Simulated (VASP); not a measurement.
# C18N in VASP: further runs

Runs on C18N. Level: PBE. Tasks: single point.

Everything below comes from runs of VASP 6.6.1. Logs are shortened: lines on timing, memory, paths and dates and some standing lists are left out, and cuts for length are marked.

## Step 1: The cell of the first run

The cell holds a slab with vacuum, 19 atoms: a = 7.398 Å, b = 7.398 Å, c = 12.000 Å, α = 90.00°, β = 90.00°, γ = 120.00°.

## Step 2: Single point, PBE, collinear spin, ferromagnetic start

INCAR

```
ALGO = Normal ; EDIFF = 1E-7
ENCUT = 520 ; GGA = PE
ISIF = 2 ; ISMEAR = 0
ISPIN = 2 ; LASPH = T
LCHARG = F ; LORBIT = 11
LREAL = Auto ; LWAVE = F
MAGMOM = 0 0 0 0 0 0 0 0 0 0 0 0 0 0 0 0 0 0 0.28 ; NBANDS = 58
NELM = 150 ; PREC = Accurate
SIGMA = 0.05
```

KPOINTS

```
k-points
0
Gamma
  2 2 1
```

POSCAR

```
C18N
1.0
    7.3980000000      0.0000000000      0.0000000000
   -3.6990000000      6.4068560000      0.0000000000
    0.0000000000      0.0000000000     12.0000000000
C N
18 1
Direct
   -0.0040785496     -0.0044950285      0.0754045000
    0.2178316492      0.1072942798      0.0753605833
   -0.0049238331      0.3276778813      0.0773475833
    0.2178444984      0.4393702621      0.0812665000
   -0.0040333683      0.6634861155      0.0813075000
    0.2187638843      0.7751774037      0.0773599167
    0.3287757776     -0.0048444978      0.0764175833
    0.5518220534      0.1072418359      0.0753621667
    0.3243772047      0.3262867154      0.0840424167
    0.5473110421      0.4321573639      0.1102492500
    0.3298969564      0.6635154591      0.0812745000
    0.5495334110      0.7765393822      0.0841625833
    0.6620211701     -0.0044683383      0.0753995000
    0.8850505720      0.1076788678      0.0764242500
    0.6643152265      0.3262392662      0.0839906667
    0.8839554210      0.4393523126      0.0812391667
    0.6664595687      0.6704906431      0.1103899167
    0.8894258547      0.7765359484      0.0841805833
    0.6067395673      0.5510860553      0.2138202500
```

Potentials or basis: VASP PAW PBE potentials, release 64 (C, N).

Launch:

```console
> cat potpaw_PBE.64/C/POTCAR potpaw_PBE.64/N/POTCAR > POTCAR
> mpirun -np 1 vasp_std > vasp.out
```

OUTCAR:

```text
EDIFF = 1E-7
   ENCUT = 520
   GGA = PE
   ISIF = 2
   ISMEAR = 0
   ISPIN = 2
   LASPH = T
   LORBIT = 11
   LREAL = Auto
   NELM = 150
   PREC = Accurate

 ion  position               nearest neighbor table
   1  0.996  0.996  0.075-  18 1.41   2 1.42  14 1.43
   2  0.218  0.107  0.075-   9 1.41   1 1.42   7 1.43
   3  0.995  0.328  0.077-  14 1.41   4 1.43  16 1.43
   4  0.218  0.439  0.081-   9 1.41   3 1.43  11 1.44
   5  0.996  0.663  0.081-  18 1.41   6 1.43  16 1.44
   6  0.219  0.775  0.077-   7 1.41  11 1.43   5 1.43
   7  0.329  0.995  0.076-   6 1.41   8 1.43   2 1.43
   8  0.552  0.107  0.075-  15 1.41  13 1.42   7 1.43
   9  0.324  0.326  0.084-   2 1.41   4 1.41  10 1.46
  10  0.547  0.432  0.110-  19 1.46   9 1.46  15 1.46  17 1.53
  11  0.330  0.664  0.081-  12 1.41   6 1.43   4 1.44
  12  0.550  0.777  0.084-  13 1.41  11 1.41  17 1.46
  13  0.662  0.996  0.075-  12 1.41   8 1.42  14 1.43
  14  0.885  0.108  0.076-   3 1.41  13 1.43   1 1.43
  15  0.664  0.326  0.084-   8 1.41  16 1.41  10 1.46
  16  0.884  0.439  0.081-  15 1.41   3 1.43   5 1.44
  17  0.666  0.670  0.110-  19 1.46  18 1.46  12 1.46  10 1.53
  18  0.889  0.777  0.084-   1 1.41   5 1.41  17 1.46
  19  0.607  0.551  0.214-  10 1.46  17 1.46

  LATTYP: Found a hexagonal cell.
 ALAT       =     7.3980000000
 C/A-ratio  =     1.6220600162

  Lattice vectors:

 A1 = (   7.3980000000,   0.0000000000,   0.0000000000)
 A2 = (  -3.6990000000,   6.4068560000,   0.0000000000)
 A3 = (   0.0000000000,   0.0000000000,  12.0000000000)

Analysis of symmetry for initial positions (statically):
=====================================================================
 Subroutine PRICEL returns:
 Original cell was already a primitive cell.

 Routine SETGRP: Setting up the symmetry group for a
 hexagonal supercell.

 Subroutine GETGRP returns: Found  1 space group operations
 (whereof  1 operations were pure point group operations)
 out of a pool of 24 trial point group operations.

The static configuration has the point symmetry C_1 .

Analysis of symmetry for dynamics (positions and initial velocities):
=====================================================================
 Subroutine PRICEL returns:
 Original cell was already a primitive cell.

 Routine SETGRP: Setting up the symmetry group for a
 hexagonal supercell.

 Subroutine GETGRP returns: Found  1 space group operations
 (whereof  1 operations were pure point group operations)
 out of a pool of 24 trial point group operations.

The dynamic configuration has the point symmetry C_1 .

Analysis of structural, dynamic, and magnetic symmetry:
=====================================================================
 Subroutine PRICEL returns:
 Original cell was already a primitive cell.

 Routine SETGRP: Setting up the symmetry group for a
 hexagonal supercell.

 Subroutine GETGRP returns: Found  1 space group operations
 (whereof  1 operations were pure point group operations)
 out of a pool of 24 trial point group operations.

The overall configuration has the point symmetry C_1 .

 Subroutine INISYM returns: Found  1 space group operations
 (whereof  1 operations are pure point group operations),
 and found     1 'primitive' translations

----------------------------------------------------------------------------------------

                                     Primitive cell

  volume of cell :     568.7750

  direct lattice vectors                    reciprocal lattice vectors
     7.398000000  0.000000000  0.000000000     0.135171668  0.078041398  0.000000000
    -3.699000000  6.406856000  0.000000000     0.000000000  0.156082796  0.000000000
     0.000000000  0.000000000 12.000000000     0.000000000  0.000000000  0.083333333

  length of vectors
     7.398000000  7.398000054 12.000000000     0.156082797  0.156082796  0.083333333

  position of ions in fractional coordinates (direct lattice)
     0.995921450  0.995504971  0.075404500
     0.217831649  0.107294280  0.075360583
     0.995076167  0.327677881  0.077347583
     0.217844498  0.439370262  0.081266500
     0.995966632  0.663486115  0.081307500
     0.218763884  0.775177404  0.077359917
[... 71 lines left out ...]
   dimension x,y,z NGX =    56 NGY =   56 NGZ =   90
   dimension x,y,z NGXF=   112 NGYF=  112 NGZF=  180
   ions per type =              18   1
   NGX,Y,Z   is equivalent  to a cutoff of  12.58, 12.58, 12.47 a.u.
   NGXF,Y,Z  is equivalent  to a cutoff of  25.17, 25.17, 24.94 a.u.
 SYSTEM =  unknown system
   PREC   = accura    normal or accurate (medium, high low for compatibility)
   ISTART =      0    job   : 0-new  1-cont  2-samecut
   ICHARG =      2    charge: 1-file 2-atom 10-const
   ISPIN  =      2    spin polarized calculation?
   LNONCOLLINEAR =      F non collinear calculations
   LSORBIT =      F    spin-orbit coupling
   LASPH  =      T    aspherical Exc in radial PAW
   ENCUT  =  520.0 eV  38.22 Ry    6.18 a.u.  13.76 13.76 22.31*2*pi/ulx,y,z
   NELM   =    150;   NELMIN=  2; NELMDL= -5     # of ELM steps
   EDIFF  = 0.1E-06   stopping-criterion for ELM
   LREAL  =      T    real-space projection
   EDIFFG = 0.1E-05   stopping-criterion for IOM
   NSW    =      0    number of steps for IOM
   IBRION =     -1    ionic relax: 0-MD 1-quasi-New 2-CG
   NFREE  =      0    steps in history (QN), initial steepest desc. (CG)
   ISIF   =      2    stress and relaxation
   ISYM   =      2    0-nonsym 1-usesym 2-fastsym
   POTIM  = 0.5000    time-step for ionic-motion
   TEBEG  =    0.0;   TEEND  =   0.0 temperature during run
   PSTRESS=    0.0 pullay stress
   NELECT =      77.0000    total number of electrons
   NUPDOWN=      -1.0000    fix difference up-down
   EMIN   =  10.00;   EMAX   =-10.00  energy-range for DOS
   EFERMI =   0.00;   METHOD = LEGACY
   ISMEAR =     0;   SIGMA  =   0.05  broadening in eV -4-tet -1-fermi 0-gaus
   EFERMI_NEDOS =   21; number of points for ismear=-14 and -15
   IALGO  =     38    algorithm
   IMIX   =      4    mixing-type and parameters
     AMIX     =   0.40;   BMIX     =  1.00
     AMIX_MAG =   1.60;   BMIX_MAG =  1.00
  volume/ion in A,a.u.               =      29.94       202.01
  Fermi-wavevector in a.u.,A,eV,Ry     =   0.840604  1.588512  9.614087  0.706615
  Thomas-Fermi vector in A             =   1.955013
   LORBIT       =     11    0 simple, 1 ext, 2 COOP (PROOUT), +10 PAW based schemes
   GGA     = PE    functional components
   LHFCALC =     F    Hartree Fock is set to
   AEXX    =    0.0000 exact exchange contribution
   IVDW    =     0    specifies the selected vdW correction
   LEPSILON=     F    determine dielectric tensor
   LRPA    =     F    only Hartree local field effects (RPA)
 spin polarized calculation
 Gauss-broadening in eV      SIGMA  =   0.05
  energy-cutoff  :      520.00
  volume of cell :      568.78
 maximum number of plane-waves:     15363
 NGX is ok and might be reduce to    56
   NGX = 27   NGY = 27   NGZ = 45

 number of electron      76.9999998 magnetization       0.5000023

 Free energy of the ion-electron system (eV)
  ---------------------------------------------------
  ext. energy  EPLUGINS =         0.00000000
  ---------------------------------------------------
  free energy    TOTEN  =      -169.94921256 eV

  energy without entropy =     -169.94176107  energy(sigma->0) =     -169.94548682

 E-fermi :  -2.1568     XC(G=0):  -3.7914

 val. band max:       -2.1575551434   @ k =   0.5000   0.0000   0.0000
 cond. band min:      -1.9836596068   @ k =   0.0000   0.0000   0.0000
 fundamental gap:      0.1738955365
 Fermi energy:        -2.1567541900

 spin component 1

 k-point     1 :       0.0000    0.0000    0.0000
  band No.  band energies     occupation
      1     -22.7331      1.00000
      2     -20.9315      1.00000
      3     -19.0982      1.00000
      4     -19.0447      1.00000
      5     -18.9677      1.00000
      6     -18.9509      1.00000
[... 201 lines left out ...]
     49       3.8811      0.00000
     50       4.1924      0.00000
 Fermi energy:        -2.1567541900

 spin component 2

 k-point     1 :       0.0000    0.0000    0.0000
  band No.  band energies     occupation
      1     -22.5354      1.00000
      2     -20.8577      1.00000
      3     -19.0979      1.00000
      4     -19.0390      1.00000
      5     -18.9658      1.00000
      6     -18.9489      1.00000
[... 201 lines left out ...]
     49       3.8834      0.00000
     50       4.1957      0.00000
 [bands above 50 left out]

------------------------ aborting loop because EDIFF is reached ----------------------------------------

  FORCE on cell =-STRESS in cart. coord.  units (eV):
  Direction    XX          YY          ZZ          XY          YZ          ZX
  --------------------------------------------------------------------------------------
  -------------------------------------------------------------------------------------
  Total        5.9131723      2.8256568      0.0919125      0.0104278      0.0215605     -0.0032183
  in kB       16.6567620      7.9595673      0.2589075      0.0293739      0.0607337     -0.0090656
  external PRESSURE =       8.2917456 kB  Pullay stress =       0.0000000 kB

 VOLUME and BASIS-vectors are now :
 -----------------------------------------------------------------------------
  energy-cutoff  :      520.00
  volume of cell :      568.78
      direct lattice vectors                 reciprocal lattice vectors
     7.398000000  0.000000000  0.000000000     0.135171668  0.078041398  0.000000000
    -3.699000000  6.406856000  0.000000000     0.000000000  0.156082796  0.000000000
     0.000000000  0.000000000 12.000000000     0.000000000  0.000000000  0.083333333

 POSITION                                       TOTAL-FORCE (eV/Angst)
 -----------------------------------------------------------------------------------
      3.68545      6.37806      0.90485        -0.016516      0.010389     -0.000588
      1.21464      0.68742      0.90433         0.025324     -0.002537     -0.005208
      6.14949      2.09938      0.92817        -0.008650      0.001481      0.001062
     -0.01362      2.81498      0.97520        -0.012049      0.006445     -0.001996
      4.91393      4.25086      0.97569         0.019840     -0.011820     -0.004215
     -1.24897      4.96645      0.92832         0.007316     -0.004513      0.007149
[... 11 lines left out ...]
      3.70757      4.97515      1.01017         0.001911     -0.006619     -0.003685
      2.45019      3.53073      2.56584         0.002516      0.004843      0.162607
 -----------------------------------------------------------------------------------
    total drift:                               -0.001085     -0.008488     -0.021805

  FREE ENERGIE OF THE ION-ELECTRON SYSTEM (eV)
  ---------------------------------------------------
  free  energy   TOTEN  =      -169.9492125635 eV

  energy  without entropy=     -169.9417610690  energy(sigma->0) =     -169.94548682

 total charge

# of ion       s       p       d       tot
------------------------------------------
    1        0.866   1.789   0.000   2.655
    2        0.866   1.789   0.000   2.655
    3        0.863   1.789   0.000   2.652
    4        0.862   1.783   0.000   2.645
    5        0.862   1.783   0.000   2.645
    6        0.863   1.789   0.000   2.652
[... 11 lines left out ...]
   18        0.868   1.780   0.000   2.647
   19        1.317   2.359   0.000   3.675
--------------------------------------------------
tot         16.823  34.494   0.000  51.317

 magnetization (x)

# of ion       s       p       d       tot
------------------------------------------
    1        0.000  -0.001   0.000  -0.001
    2        0.000  -0.001   0.000  -0.001
    3        0.000   0.000   0.000   0.000
    4       -0.000  -0.005   0.000  -0.005
    5       -0.000  -0.005   0.000  -0.006
    6        0.000   0.000   0.000   0.001
[... 11 lines left out ...]
   18        0.003   0.005   0.000   0.008
   19        0.010   0.355   0.000   0.365
--------------------------------------------------
tot          0.017   0.343   0.000   0.361
```

Wall time 21 min (1 thread of Intel Xeon 8259CL, shared host); peak memory 0.87 GiB.

Results:

```
Free energy                                           : -169.9492 eV
Largest force                                         : 0.163 eV/Å
Net moment                                            : 0.50 μB per cell
Site moments                                          : C -0.00, +0.00, -0.01, +0.01 (each value once); N +0.36 μB
Valence electrons inside the program's atomic spheres : C 2.65, 2.66, 2.62 (each value once); N 3.67
```

Forces in eV/Å, atoms in the order of the input:
```
C   -0.017  0.010 -0.001
C    0.025 -0.003 -0.005
C   -0.009  0.001  0.001
C   -0.012  0.006 -0.002
C    0.020 -0.012 -0.004
C    0.007 -0.005  0.007
C   -0.010 -0.004  0.002
C   -0.014  0.007 -0.013
C   -0.002 -0.004 -0.006
C   -0.003 -0.075 -0.070
C   -0.001 -0.016  0.001
C   -0.003 -0.004 -0.003
C    0.016 -0.001  0.002
C    0.003  0.005 -0.003
C    0.002  0.004  0.002
C    0.004 -0.004  0.001
C   -0.012  0.094 -0.068
C    0.002 -0.007 -0.004
N    0.003  0.005  0.163
```

Caveat: the k points lie up to 0.49 Å⁻¹ apart; there is no dipole correction, which matters where the two faces differ.

## Step 3: Single point, PBE, collinear spin, ferromagnetic start

INCAR

```
SYSTEM = C18N
ALGO     = Normal         ! electronic algorithm
EDIFF    = 1E-7           ! SCF threshold, eV
ENCUT    = 520            ! plane-wave cutoff, eV
GGA      = PE             ! functional
ISIF     = 2              ! what is computed and relaxed
ISMEAR   = 0              ! smearing method
ISPIN    = 2              ! spin polarisation
LASPH    = .TRUE.         ! aspherical terms in the spheres
LCHARG   = .TRUE.         ! write CHGCAR
LELF     = .TRUE.         ! ELF
LORBIT   = 11             ! projections on sites
LREAL    = Auto         
LVHAR    = .TRUE.       
LWAVE    = .FALSE.        ! write WAVECAR
MAGMOM   = 0 0 0 0 0 0 0 0 0 0 0 0 0 0 0 0 0 0 0.28 ! initial moments
NBANDS   = 58             ! bands
NELM     = 150            ! most SCF steps
PREC     = Accurate       ! precision mode
SIGMA    = 0.05           ! smearing width, eV
```

KPOINTS

```
k-points
0
G
  2 2 1
  0 0 0
```

POSCAR

```
C18N
1.0
    7.3980000000      0.0000000000      0.0000000000
   -3.6990000000      6.4068560000      0.0000000000
    0.0000000000      0.0000000000     12.0000000000
C N
18 1
Direct
   -0.0038371316     -0.0043366044      0.0752914167
    0.2151672034      0.1021394893      0.0836946667
   -0.0038268398      0.3297220977      0.0753062500
    0.2151716582      0.4422443707      0.0837282500
   -0.0033272027      0.6629457569      0.0765215000
    0.2166810930      0.7729466684      0.0772960833
    0.3283587389     -0.0042900917      0.0811196667
    0.5524796627      0.1077876575      0.0813485000
    0.3208655103      0.3250305610      0.1098494167
    0.5592677623      0.4442319290      0.1106025000
    0.3283592455      0.6618628544      0.0811466667
    0.5524800890      0.7739061093      0.0813717500
    0.6641480795     -0.0033194128      0.0774969167
    0.8841089699      0.1066629248      0.0764440833
    0.6654642596      0.3273945910      0.0844340833
    0.8844425557      0.4399199857      0.0755794167
    0.6654595099      0.6672823613      0.0844625833
    0.8844325124      0.7737336378      0.0755849167
    0.4385251497      0.3837899588      0.2137206667
```

Potentials or basis: VASP PAW PBE potentials, release 64 (C, N).

Launch:

```console
> cat potpaw_PBE.64/C/POTCAR potpaw_PBE.64/N/POTCAR > POTCAR
> mpirun -np 1 vasp_std > vasp.out
```

Wall time 21 min (1 thread of Intel Xeon 8259CL, shared host); peak memory 0.87 GiB.

It converged, with:

| Item | Value |
| --- | --- |
| Free energy | -169.9489 eV |
| Largest force | 0.172 eV/Å |
| Net moment | 0.50 μB per cell |
| Site moments | C -0.00, +0.01, +0.00, -0.01 (each value once); N +0.36 μB |
| Valence electrons inside the program's atomic spheres | C 2.65, 2.66, 2.62 (each value once); N 3.67 |

Forces on the atoms (eV/Å):
```
C   -0.005  0.006 -0.007
C   -0.013  0.007 -0.004
C    0.002 -0.002 -0.004
C   -0.003 -0.011 -0.005
C   -0.004 -0.003  0.002
C   -0.003  0.002  0.003
C    0.005 -0.002  0.004
C   -0.009 -0.009  0.001
C   -0.057 -0.028 -0.075
C    0.056  0.034 -0.053
C   -0.001  0.000  0.001
C   -0.011 -0.004  0.001
C   -0.003 -0.003 -0.005
C    0.002  0.006 -0.006
C   -0.008 -0.001 -0.006
C    0.003 -0.001 -0.001
C    0.000 -0.014 -0.007
C    0.003 -0.005 -0.002
N    0.046  0.028  0.163
```

Levels at points of the mesh, in eV from the Fermi level:
Spin up:
```
           k point  band 36  band 37  band 38  band 39  band 40  band 41  band 42  band 43
(0.00, 0.00, 0.00)    -2.87    -1.16    -0.48     0.19     0.21     1.49     3.69     3.78
(0.50, 0.00, 0.00)    -2.31    -2.27    -0.97    -0.64     1.00     2.27     2.63     3.06
(0.00, 0.50, 0.00)    -2.34    -2.16    -1.25    -1.10     1.75     2.29     2.71     2.72
(0.50, 0.50, 0.00)    -2.34    -2.16    -1.25    -1.10     1.75     2.29     2.71     2.72
```
Spin down:
```csv
k point,band 36,band 37,band 38,band 39,band 40,band 41
"(0.00, 0.00, 0.00)",-2.83,-0.45,-0.08,0.17,0.35,1.52
"(0.50, 0.00, 0.00)",-2.32,-2.18,-0.59,0.18,1.02,2.26
"(0.00, 0.50, 0.00)",-2.32,-2.09,-1.18,0.00,1.76,2.36
"(0.50, 0.50, 0.00)",-2.32,-2.09,-1.18,0.00,1.76,2.36
```

Caveat: the k points lie up to 0.49 Å⁻¹ apart; there is no dipole correction, which matters where the two faces differ.
